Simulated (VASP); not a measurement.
Runs of VASP 6.6.1 on CdS (rocksalt type). The structure is that of space group Fm-3m (No. 225), or close to it. The cells are those of the table. 

```tsv
task	cell	cutoff (eV)	gap on the mesh (eV)	pressure (GPa)
single point	a = 3.580 Å, angles 60.0°, 2 atoms	520	0.59	32.0
single point	a = 3.323 Å, angles 60.0°, 2 atoms	520	0.21	105.5
single point	a = 3.695 Å, angles 60.0°, 2 atoms	520	0.69	15.0
single point	a = 3.856 Å, angles 60.0°, 2 atoms	520	0.73	0.5
single point	a = 3.777 Å, angles 60.0°, 2 atoms	520	(b)	6.5
relaxation of cell and atoms	relaxed from a = 3.568 Å, angles 60.0°, 2 atoms	600	0.73	0.0
single point	a = 3.159 Å, angles 60.0°, 2 atoms	520	none	(a)
```

Alike in all rows: level r2SCAN; potentials or basis VASP PAW PBE potentials, release 64 (Cd, S); no spin polarisation; k mesh 14 × 14 × 14; smearing fermi-dirac 0.05 eV.

Q: Estimate the missing entries.

A: (a) 199.0; (b) 0.72.

Caveats: the PAW data sets were made with another functional, which shifts forces and pressure a little.

A k mesh can miss the band edges, and the runs leave out spin-orbit coupling on Cd.

A gap of «none» marks levels without a gap at the run's occupations.
